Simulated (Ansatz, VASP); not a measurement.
One calculation of H6PtO3, two programs

```xyz
10
Lattice="12.9500 0.0000 0.0000 0.0000 13.4900 0.0000 0.0000 0.0000 10.5300" Properties=species:S:1:pos:R:3 pbc="T T T"
Pt    5.9930    6.7100    5.2642
O     8.3792    6.9970    5.2642
O     8.4502    6.4048    6.0283
O     8.4502    6.4048    4.5000
H     4.5513    8.6331    5.2642
H     5.0287    8.9907    6.0283
H     5.0287    8.9907    4.5000
H     5.0484    4.5000    5.2642
H     4.5000    4.7346    6.0283
H     4.5000    4.7346    4.5000
```

Alike in both runs: task single point; functional PBE; k mesh 1 × 1 × 1; occupations gaussian, width 0.01 eV; non-collinear spin, spin-orbit coupling.

|  | VASP | Ansatz |
| --- | --- | --- |
| version | VASP 6.6.1 | Ansatz 0.2.0 |
| potentials or method | VASP PAW PBE potentials, release 64 (Pt, O, H), cutoff 520 eV | plane waves, PAW |
| valence electrons in the cell | 34 | 42 |

```tsv
	VASP	Ansatz	Ansatz less VASP
rms of the force components (eV/Å)	0.210	0.150	-0.0598
net moment per atom (μB)	0.00	0.00	0.000
```

VASP's potentials hold 34 valence electrons a cell and Ansatz's 42, so a difference there can come from the potentials and not from the codes. Ansatz's warnings: structure snapped to symmetry, xc potential rough in thin density.
